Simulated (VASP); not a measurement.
# GaAs (I-4m2) in VASP: a series of runs, part 2 of 2

VASP 6.6.1. The steps go on from the part before.

## 3. Single point, r2SCAN (epitaxial xy strain +4.6%)

Input file POSCAR:

```
GaAs
1.0
    0.0000000000      2.9639736261      2.7177366584
    2.9639736261      0.0000000000      2.7177366584
    2.9639736261      2.9639736261      0.0000000000
Ga As
1 1
Direct
    0.0000000000      0.0000000000      0.0000000000
    0.2500000000      0.2500000000      0.2500000000
```

Input file INCAR.step1:

```
PREC = Accurate
ENCUT = 520
ISMEAR = -1
SIGMA = 0.02
LREAL = False
LASPH = True
NELM = 60
NBANDS = 16
GGA = PE
ALGO = Normal
EDIFF = 1E-4
LWAVE = True
LCHARG = False
```

Input file INCAR.step2:

```
PREC = Accurate
ENCUT = 520
EDIFF = 1E-7
ISMEAR = -1
SIGMA = 0.02
LREAL = False
LASPH = True
NELM = 60
ALGO = Normal
ISIF = 2
LWAVE = False
LCHARG = False
METAGGA = R2SCAN
LMIXTAU = True
NBANDS = 16
ISTART = 1
```

Input file KPOINTS:

```
regular mesh
0
Gamma
  8 8 8
```

Potentials or basis: VASP PAW PBE potentials, release 64 (Ga_d, As).

On the command line:

```bash
cat potpaw_PBE.64/Ga_d/POTCAR potpaw_PBE.64/As/POTCAR > POTCAR
cp INCAR.step1 INCAR
mpirun -np 1 vasp_std > vasp.out
cp INCAR.step2 INCAR
mpirun -np 1 vasp_std > vasp.out
```

Wall time 2.1 min (1 thread of Intel Xeon Platinum 8375C at 2.90GHz (Ice Lake), shared host); peak memory 0.2 GiB.

It converged, with:

```
Free energy            : -26.9865 eV
Pressure               : -3.2 GPa
Band gap on the k mesh : 0.22 eV, direct
```

Stress tensor (GPa, compression positive):
```
-4.78  0.00  0.00
 0.00 -4.78  0.00
 0.00  0.00  0.07
```

Levels at points of the mesh, in eV from the valence-band top:
| k point | band 7 | band 8 | band 9 | band 10 | band 11 | band 12 |
| --- | --- | --- | --- | --- | --- | --- |
| (0.00, 0.00, 0.00) | -0.43 | -0.43 | 0.00 | 0.22 | 3.61 | 3.87 |
| (0.50, 0.00, 0.00) | -6.79 | -1.70 | -1.06 | 0.80 | 4.41 | 5.08 |
| (0.50, 0.50, 0.00) | -6.67 | -3.22 | -3.22 | 1.14 | 1.25 | 10.12 |
| (0.50, 0.00, 0.50) | -7.17 | -2.68 | -2.62 | 1.76 | 1.97 | 9.57 |

Caveat: the cell differs from its parent crystal (epitaxial xy strain +4.6%); the PAW data sets were made with another functional, which shifts forces and pressure a little.

## 4. Single point, r2SCAN (biaxial xy strain +5.8%)

Input file POSCAR:

```
GaAs
1.0
    0.0000000000      2.9974040302      2.8330850947
    2.9974040302      0.0000000000      2.8330850947
    2.9974040302      2.9974040302      0.0000000000
Ga As
1 1
Direct
    0.0000000000      0.0000000000      0.0000000000
    0.2500000000      0.2500000000      0.2500000000
```

Input file INCAR.step1:

```
PREC = Accurate ; ENCUT = 520
ISMEAR = -1 ; SIGMA = 0.02
LREAL = False ; LASPH = True
NELM = 100 ; NBANDS = 16
GGA = PE ; ALGO = Normal
EDIFF = 1E-4 ; LWAVE = True
LCHARG = False
```

Input file INCAR.step2:

```
PREC = Accurate ; ENCUT = 520
EDIFF = 1E-6 ; ISMEAR = -1
SIGMA = 0.02 ; LREAL = False
LASPH = True ; NELM = 100
ALGO = Normal ; ISIF = 2
LWAVE = False ; LCHARG = False
METAGGA = R2SCAN ; LMIXTAU = True
NBANDS = 16 ; ISTART = 1
```

Input file KPOINTS:

```
Automatic mesh
0
Gamma
  8 8 8
```

Potentials or basis: VASP PAW PBE potentials, release 64 (Ga_d, As).

On the command line:

```bash
cat potpaw_PBE.64/Ga_d/POTCAR potpaw_PBE.64/As/POTCAR > POTCAR
cp INCAR.step1 INCAR
mpirun -np 1 vasp_std > vasp.out
cp INCAR.step2 INCAR
mpirun -np 1 vasp_std > vasp.out
```

OUTCAR:

```text
PREC = Accurate
   ENCUT = 520
   EDIFF = 1E-6
   ISMEAR = -1
   LREAL = False
   LASPH = True
   NELM = 100
   ISIF = 2
   METAGGA = R2SCAN
   ISTART = 1

 ion  position               nearest neighbor table
   1  0.000  0.000  0.000-   2 2.55   2 2.55   2 2.55   2 2.55
   2  0.250  0.250  0.250-   1 2.55   1 2.55   1 2.55   1 2.55

  LATTYP: Found a body centered tetragonal cell.
 ALAT       =     4.2389694314
 C/A-ratio  =     1.3366857867
[... 192 lines left out ...]
      4     -12.3939      2.00000
      5     -12.3810      2.00000
      6      -9.7633      2.00000
[... 433 lines left out ...]
      3     -12.4299      2.00000
      4     -12.3932      2.00000
      5     -12.3801      2.00000
      6      -8.6610      2.00000
[... 8 lines left out ...]
     15      12.9465      0.00000
     16      13.8885      0.00000

 [... further k-points ...]
[... 5 lines left out ...]
  --------------------------------------------------------------------------------------
  -------------------------------------------------------------------------------------
  Total       -2.3089028     -2.3089028     -1.2965952      0.0000000      0.0000000      0.0000000
  in kB      -72.6668007    -72.6668007    -40.8070123      0.0000000      0.0000000      0.0000000
  external PRESSURE =     -62.0468712 kB  Pullay stress =       0.0000000 kB

 VOLUME and BASIS-vectors are now :
 -----------------------------------------------------------------------------
  energy-cutoff  :      520.00
  volume of cell :       50.91
      direct lattice vectors                 reciprocal lattice vectors
     0.000000000  2.997404030  2.833085095    -0.166811012  0.166811012  0.176486051
     2.997404030  0.000000000  2.833085095     0.166811012 -0.166811012  0.176486051
     2.997404030  2.997404030  0.000000000     0.166811012  0.166811012 -0.176486051

 POSITION                                       TOTAL-FORCE (eV/Angst)
 -----------------------------------------------------------------------------------
      0.00000      0.00000      0.00000        -0.000000     -0.000000     -0.000000
      1.49870      1.49870      1.41654         0.000000      0.000000      0.000000
 -----------------------------------------------------------------------------------
    total drift:                               -0.000013     -0.000013      0.000027

  FREE ENERGIE OF THE ION-ELECTRON SYSTEM (eV)
  ---------------------------------------------------
  free  energy   TOTEN  =       -26.9174489488 eV

  energy  without entropy=      -26.9174259790  energy(sigma->0) =      -26.91743746
```

OUTCAR.step1:

```text
PREC = Accurate
   ENCUT = 520
   ISMEAR = -1
   LREAL = False
   LASPH = True
[... 677 lines left out ...]
      0.00000      0.00000      0.00000         0.000000      0.000000      0.000000
      1.49870      1.49870      1.41654        -0.000000     -0.000000     -0.000000
 -----------------------------------------------------------------------------------
    total drift:                                0.000002      0.000002      0.000002

  FREE ENERGIE OF THE ION-ELECTRON SYSTEM (eV)
  ---------------------------------------------------
  free  energy   TOTEN  =        -8.2155571630 eV

  energy  without entropy=       -8.2155520325  energy(sigma->0) =       -8.21555460
```

Run time: 75 s. Hardware: 1 thread of Intel Xeon Platinum 8375C at 2.90GHz (Ice Lake), shared host; peak memory 0.21 GiB.

Results:

- Free energy: -26.9174 eV
- Pressure: -6.2 GPa
- Band gap on the k mesh: 0.14 eV, direct

Levels at points of the mesh, in eV from the valence-band top:
```csv
k point,band 6,band 7,band 8,band 9,band 10,band 11,band 12,band 13
"(0.00, 0.00, 0.00)",-12.44,-0.14,-0.14,0.00,0.14,3.85,4.02,4.02
"(0.50, 0.00, 0.00)",-10.94,-6.25,-1.26,-0.86,0.92,4.72,5.08,8.05
"(0.50, 0.50, 0.00)",-10.21,-6.30,-2.64,-2.64,1.57,1.70,9.86,9.86
"(0.50, 0.00, 0.50)",-10.38,-6.60,-2.31,-2.28,2.01,2.09,9.56,9.82
```

Caveat: the cell differs from its parent crystal (biaxial xy strain +5.8%); the PAW data sets were made with another functional, which shifts forces and pressure a little.

## 5. Summary

| level | cell | gap on the mesh (eV) | pressure (GPa) |
| --- | --- | --- | --- |
| PBE | a = 4.124, b = 4.124, c = 4.239 Å, angles 59.1, 59.1, 61.8°, 2 atoms | 0.26 | -3.5 |
| r2SCAN | a = 4.021, b = 4.021, c = 4.192 Å, angles 58.6, 58.6, 62.8°, 2 atoms | 0.22 | -3.2 |
| r2SCAN | a = 4.124, b = 4.124, c = 4.239 Å, angles 59.1, 59.1, 61.8°, 2 atoms | 0.14 | -6.2 |

Alike in all rows: task single point; potentials or basis VASP PAW PBE potentials, release 64 (Ga_d, As); no spin polarisation; k mesh 8 × 8 × 8; cutoff (eV) 520; smearing fermi-dirac 0.02 eV.

Caveats: the PAW data sets were made with another functional, which shifts forces and pressure a little (some runs).

Absolute energies hang on the potentials; compare differences alone.
